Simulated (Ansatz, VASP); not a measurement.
# C in VASP and in Ansatz

```xyz
2
Lattice="0.0000 1.7800 1.7800 1.7800 0.0000 1.7800 1.7800 1.7800 0.0000" Properties=species:S:1:pos:R:3 pbc="T T T"
C     0.0000    0.0000    0.0000
C     0.8900    0.8900    0.8900
```

Alike in both runs: task relaxation of cell and atoms; functional PBE; dispersion D3(BJ); k mesh 12 × 12 × 12; occupations gaussian, width 0.02 eV; no spin polarisation.

|  | VASP | Ansatz |
| --- | --- | --- |
| version | VASP 6.6.1 | Ansatz 0.2.0 |
| potentials or method | VASP PAW PBE potentials, release 64 (C), cutoff 600 eV | scalar-relativistic, plane waves, PAW |
| valence electrons in the cell | 8 | 8 |

Ansatz gave:

| Quantity | Value |
| --- | --- |
| gap on the k mesh at the Fermi level, each at its own relaxed structure (eV) | 4.18 |
| relaxed volume (Å³/atom) | 5.63 |
| relaxed cell length with the largest relative difference (Å) | 2.515 |

Problem. Estimate VASP's values.

Solution. gap on the k mesh at the Fermi level, each at its own relaxed structure (eV): 4.17; relaxed volume (Å³/atom): 5.63; relaxed cell length with the largest relative difference (Å): 2.515.
